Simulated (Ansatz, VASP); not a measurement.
## One calculation of Ru2Rh, two programs

```xyz
6
Lattice="2.7241 0.0000 0.0000 -1.3621 2.3592 0.0000 0.0000 0.0000 12.9443" Properties=species:S:1:pos:R:3 pbc="T T T"
Ru    0.0000    1.5728    7.5160
Ru    1.3621    0.7864    1.0438
Ru    0.0000    1.5728   11.9005
Ru    1.3621    0.7864    5.4283
Rh    0.0000    1.5728    3.2361
Rh    1.3621    0.7864    9.7082
```

Alike in both runs: task single point; functional r2SCAN; k mesh 18 × 18 × 4; occupations gaussian, width 0.1 eV; no spin polarisation.

|  | VASP | Ansatz |
| --- | --- | --- |
| version | VASP 6.6.1 | Ansatz 0.2.0 |
| potentials or method | VASP PAW PBE potentials, release 64 (Ru_pv, Rh_pv), cutoff 520 eV | scalar-relativistic, plane waves, PAW |
| valence electrons in the cell | 86 | 98 |

|  | VASP | Ansatz | Ansatz less VASP |
| --- | --- | --- | --- |
| gap on the k mesh at the Fermi level (eV) | none | none | - |
| pressure (GPa) | -5.2 | -6.5 | -1.29 |
| traceless stress, the component that is largest in VASP (GPa) | -0.29 | -0.40 | -0.113 |
| rms of the force components (eV/Å) | 0.018 | 0.034 | +0.0157 |

VASP's potentials were made for PBE, not for r2SCAN. Atom by atom the forces differ by 0.016 eV/Å (rms over components). A gap of «none» marks a metal or a gap that the smearing closes. With one functional, cell and mesh, what is left measures potentials, basis and numerics. VASP's potentials hold 86 valence electrons a cell and Ansatz's 98, so a difference there can come from the potentials and not from the codes.
